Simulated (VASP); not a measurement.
Wanted: the native input for a VASP 6.6.1 run.

```yaml
Task: single point
Functional: PBEsol
Potentials_or_basis: VASP PAW PBE potentials, release 64 (Cu, P)
Cutoff: 520 eV
k_mesh: 12 × 12 × 12
Occupations: gaussian, width 0.05 eV
Spin: no spin polarisation
Dipole_correction: no
Further_INCAR_settings: ALGO = Normal; EDIFF = 1e-06; NBANDS = 15
```

The structure of CuP lies in POSCAR:

```
CuP
1.0
    0.0000000000      2.4022327959      2.4022327959
    2.4022327959      0.0000000000      2.4022327959
    2.4022327959      2.4022327959      0.0000000000
Cu P
1 1
Direct
    0.5000000000      0.5000000000      0.5000000000
    0.0000000000      0.0000000000      0.0000000000
```

This cell differs from its parent crystal: volume scaled by 1.020.

These files were run (other wordings do the same):

INCAR

```
SYSTEM = CuP
  ALGO = Normal
  EDIFF = 1E-6
  ENCUT = 520
  GGA = PS
  ISIF = 2
  ISMEAR = 0
  LASPH = .True.
  LCHARG = .False.
  LREAL = .False.
  LWAVE = .False.
  NBANDS = 15
  NELM = 80
  PREC = Accurate
  SIGMA = 0.05
```

KPOINTS

```
k-points
0
Gamma
  12 12 12
  0 0 0
```

Potentials or basis: VASP PAW PBE potentials, release 64 (Cu, P).

The run is started by

```bash
$ cat potpaw_PBE.64/Cu/POTCAR potpaw_PBE.64/P/POTCAR > POTCAR
$ mpirun -np 1 vasp_std > vasp.out
```

Results of the run:

| Item | Value |
| --- | --- |
| Pressure | -2.2 GPa |
| Band gap on the k mesh | zero (band 8 reaches 10.39 eV, above the bottom of band 9 at 5.47 eV) |

Caveat: the PAW data sets were made with another functional, which shifts forces and pressure a little.

It took 32 s on 1 thread of Intel Xeon 6975P-C, on a shared host, peak memory 0.17 GiB.
